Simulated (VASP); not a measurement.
## Ta3N: single point with LDA

Crystal: Ta3N.

```
Ta N
1.0
     3.03222    0.00000    0.00000
    -1.51611    2.62598    0.00000
     0.00000    0.00000    7.52414
Ta N
3 1
Direct
  0.00000 0.00000 0.50000
  0.33333 0.66667 0.17393
  0.66667 0.33333 0.82607
  0.00000 0.00000 0.00000
```

* Program: VASP 6.6.1
* Task: single point
* Functional: LDA
* Potentials or basis: VASP PAW LDA potentials, release 64 (Ta_pv, N)
* Cutoff: 600 eV
* k mesh: 5 × 5 × 2
* Occupations: fermi-dirac, width 0.2 eV
* Spin: no spin polarisation
* Dipole correction: no
* Further INCAR settings: ALGO = Normal; EDIFF = 1e-06; NBANDS = 27

```yaml
Pressure: -11.7 GPa
Largest_force: 0.325 eV/Å
Band_gap_on_the_k_mesh: zero (bands 19 and 20 overlap by 0.40 eV)
```

Forces on the atoms (eV/Å):
```
Ta   0.000  0.000  0.000
Ta   0.000  0.000 -0.325
Ta   0.000  0.000  0.325
N    0.000  0.000  0.000
```

Stress tensor (GPa, compression positive):
```
-13.40   0.00   0.00
  0.00 -13.40   0.00
  0.00   0.00  -8.27
```

Levels at points of the mesh, in eV from the Fermi level:
| k point | band 16 | band 17 | band 18 | band 19 | band 20 | band 21 | band 22 | band 23 |
| --- | --- | --- | --- | --- | --- | --- | --- | --- |
| (0.00, 0.00, 0.00) | -1.31 | -0.57 | -0.57 | -0.36 | 0.25 | 0.25 | 0.88 | 1.75 |
| (0.00, 0.00, 0.50) | -1.23 | -1.16 | -0.36 | -0.36 | 0.54 | 0.54 | 1.16 | 1.20 |

It took 9.6 s on 1 thread of Intel(R) Xeon(R) Platinum 8488C (Sapphire Rapids), on a shared host, peak memory 0.16 GiB.

Caveat: the k points lie up to 0.48 Å⁻¹ apart; spin-orbit coupling is left out, which moves the levels of the heavy elements.
